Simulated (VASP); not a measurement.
# CuGe3: relaxation of cell and atoms with PBE

CuGe3:

```
Cu Ge
1.0
     4.01057    0.00000    0.00000
     0.00000    4.01057    0.00000
     0.00000    0.00000    4.01057
Cu Ge
1 3
Direct
  0.00000 0.00000 0.00000
  0.00000 0.50000 0.50000
  0.50000 0.00000 0.50000
  0.50000 0.50000 0.00000
```

```json
{"Program": "VASP 6.6.1", "Task": "relaxation of cell and atoms", "Functional": "PBE", "Potentials or basis": "VASP PAW PBE potentials, release 64 (Cu, Ge_d)", "Cutoff": "600 eV", "k mesh": "4 × 4 × 4", "Occupations": "gaussian, width 0.1 eV", "Spin": "no spin polarisation", "Dipole correction": "no", "Further INCAR settings": "ALGO = Normal; EDIFF = 1e-07; IBRION = 2; EDIFFG = -0.04; NSW = 90; ISIF = 3"}
```

```json
{"Relaxed volume": "17.38 Å³/atom", "Relaxed cell": "a = 4.112 Å, b = 4.112 Å, c = 4.112 Å, α = 90.00°, β = 90.00°, γ = 90.00°", "Space group after relaxing (to 0.05 Å)": "Pm-3m (No. 221)", "Energy gained by relaxing": "25.2 meV/atom", "Ionic steps": "3", "Pressure after relaxing": "0.0 GPa"}
```

The path:
| step | energy change (eV) | largest force (eV/Å) | pressure (GPa) | volume (Å³) |
| --- | --- | --- | --- | --- |
| 1 | 0.0000 | 0.0000 | 6.82 | 64.51 |
| 2 | -0.0918 | 0.0000 | -1.72 | 71.13 |
| 3 | -0.1007 | 0.0000 | -0.01 | 69.51 |

Final structure:
```xyz
4
Lattice="4.1117 0.0000 0.0000 0.0000 4.1117 0.0000 0.0000 0.0000 4.1117" Properties=species:S:1:pos:R:3 pbc="T T T"
Cu    0.0000    0.0000    0.0000
Ge    0.0000    2.0559    2.0559
Ge    2.0559    0.0000    2.0559
Ge    2.0559    2.0559    0.0000
```

Levels at points of the mesh, in eV from the Fermi level:
```
           k point  band 25  band 26  band 27  band 28  band 29  band 30
(0.00, 0.00, 0.00)    -2.24    -2.24    -0.14     3.19     3.19     3.19
(0.50, 0.00, 0.00)    -0.93    -0.55    -0.55    -0.39     0.76     1.27
(0.50, 0.50, 0.00)    -0.22     0.19     0.86     0.86     1.33     1.33
(0.50, 0.50, 0.50)    -2.33    -2.33    -2.33    -1.69     7.70     7.70
```

It took 41 s on 1 thread of Intel(R) Xeon(R) 6975P-C (Granite Rapids) (shared host), peak memory 0.18 GiB.

Caveat: the k points lie up to 0.38 Å⁻¹ apart in the final cell.
